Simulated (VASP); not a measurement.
# TaN: electric field gradients with LDA

The system is TaN.

```
Ta N
1.0
     2.93800    0.02938    0.02938
    -1.44356    2.52969    0.01075
     0.02883    0.02883    2.88300
Ta N
1 1
Direct
  0.33333 0.66667 0.50000
  0.00000 0.00000 0.00000
```

This cell differs from its parent crystal: equal xy, yz and zx shear strains of +2 %.

```yaml
Program: VASP 6.6.1
Task: electric field gradients
Functional: LDA
Potentials_or_basis: VASP PAW LDA potentials, release 64 (Ta_pv, N)
Cutoff: 520 eV
k_mesh: 12 × 12 × 10
Occupations: fermi-dirac, width 0.02 eV
Spin: no spin polarisation
Dipole_correction: no
Further_INCAR_settings: ALGO = Normal; EDIFF = 1e-08; NBANDS = 15
```

The pressure is -9.4 GPa, the largest force is 0.022 eV/Å and the band gap on the k mesh is zero (bands 8 and 9 overlap by 0.25 eV). The largest electric field gradient by atom is Ta +81.9; N +4.5 V/Å².

Forces in eV/Å, atoms in the order of the input:
```
Ta   0.007 -0.002 -0.020
N   -0.007  0.002  0.020
```

Stress tensor (GPa, compression positive):
```
 -9.16  -4.16  -4.66
 -4.16  -8.70  -4.65
 -4.66  -4.65 -10.28
```

Levels at points of the mesh, in eV from the Fermi level:
```
           k point  band 4  band 5  band 6  band 7  band 8  band 9  band 10  band 11  band 12  band 13
(0.00, 0.00, 0.00)  -17.57   -4.71   -4.46   -4.20   -2.90    2.29     3.35     3.56     4.01     4.07
(0.50, 0.00, 0.00)  -15.25   -8.29   -5.22   -3.52   -3.07    3.01     4.04     5.16     5.24     7.52
(0.00, 0.50, 0.00)  -15.21   -8.27   -5.22   -3.49   -3.15    2.86     4.04     5.10     5.30     7.56
(0.50, 0.50, 0.00)  -15.18   -8.24   -5.22   -3.47   -3.23    2.72     4.06     5.08     5.34     7.59
(0.00, 0.00, 0.50)  -14.84   -9.33   -3.81   -3.72   -0.35    0.07     2.37     3.18     3.36     8.29
(0.50, 0.00, 0.50)  -15.56   -7.31   -6.15   -5.59   -0.41    4.20     5.22     5.98     7.01     9.97
(0.00, 0.50, 0.50)  -15.55   -7.32   -6.16   -5.71   -0.30    4.16     5.25     6.05     7.01    10.16
(0.50, 0.50, 0.50)  -15.53   -7.34   -6.17   -5.83   -0.19    4.12     5.35     6.07     7.01    10.33
```

Electric field gradients, principal values (V/Å²):
| atom | least | middle | greatest (by size) |
| --- | --- | --- | --- |
| 1 Ta | -34.190 | -47.715 | 81.905 |
| 2 N | -1.817 | -2.707 | 4.524 |

Wall time 2.3 min on 1 thread of Intel Xeon 8259CL (shared host), peak memory 0.33 GiB.

Caveat: the cell differs from its parent crystal (equal xy, yz and zx shear strains of +2 %); the cell stands under tension; without QUAD_EFG the Cq values of the log hold for a quadrupole moment of 1 mb, not for the nuclei; spin-orbit coupling is left out, which moves the levels of the heavy elements.
